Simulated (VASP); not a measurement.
A run of VASP 6.6.1 is set up as follows.

Contents of INCAR:

```
ALGO     = Normal         # electronic algorithm
EDIFF    = 1E-7           # SCF threshold, eV
EDIFFG   = -0.005         # ionic threshold
ENCUT    = 600            # plane-wave cutoff, eV
GGA      = PE             # functional
GGA_COMPAT= F            
IBRION   = 2              # ionic algorithm
ISIF     = 3              # what is computed and relaxed
ISMEAR   = 0              # smearing method
LASPH    = T              # aspherical terms in the spheres
LCHARG   = F              # write CHGCAR
LDAU     = T              # DFT+U
LDAUJ    = 0 0 0 0 0    
LDAUL    = -1 -1 3 -1 1   # shell
LDAUPRINT= 1            
LDAUTYPE = 2            
LDAUU    = 0 0 5 0 5.5    # U, eV
LMAXMIX  = 6              # l up to which the mixer works
LREAL    = F              # projectors in reciprocal space
LWAVE    = F              # write WAVECAR
NELM     = 200            # most SCF steps
NELMIN   = 4            
NSW      = 100            # ionic steps
PREC     = Accurate       # precision mode
SIGMA    = 0.02           # smearing width, eV
```

KPOINTS

```
k-points
0
Gamma
  6 6 6
```

Contents of POSCAR:

```
KBaCeBiO6
1.0
    0.0000000000      4.3391295323      4.3391295323
    4.3391295323      0.0000000000      4.3391295323
    4.3391295323      4.3391295323      0.0000000000
Ba Bi Ce K O
1 1 1 1 6
Direct
    0.7500000000      0.7500000000      0.7500000000
    0.0000000000      0.0000000000      0.0000000000
    0.5000000000      0.5000000000      0.5000000000
    0.2500000000      0.2500000000      0.2500000000
    0.7582265498      0.2417734502      0.2417734502
    0.2417734502      0.7582265498      0.7582265498
    0.2417734502      0.7582265498      0.2417734502
    0.7582265498      0.2417734502      0.7582265498
    0.2417734502      0.2417734502      0.7582265498
    0.7582265498      0.7582265498      0.2417734502
```

Potentials or basis: VASP PAW PBE potentials, release 64 (Ba_sv, Bi_d, Ce, K_sv, O).

Run with:

```bash
$ cat potpaw_PBE.64/Ba_sv/POTCAR potpaw_PBE.64/Bi_d/POTCAR potpaw_PBE.64/Ce/POTCAR potpaw_PBE.64/K_sv/POTCAR potpaw_PBE.64/O/POTCAR > POTCAR
$ mpirun -np 1 vasp_std > vasp.out
```

(1) Estimate the space group after relaxing (to 0.1 Å).

(2) Predict the relaxed volume.

Results:

(1) F-43m (No. 216).

(2) 16.59 Å³/atom.
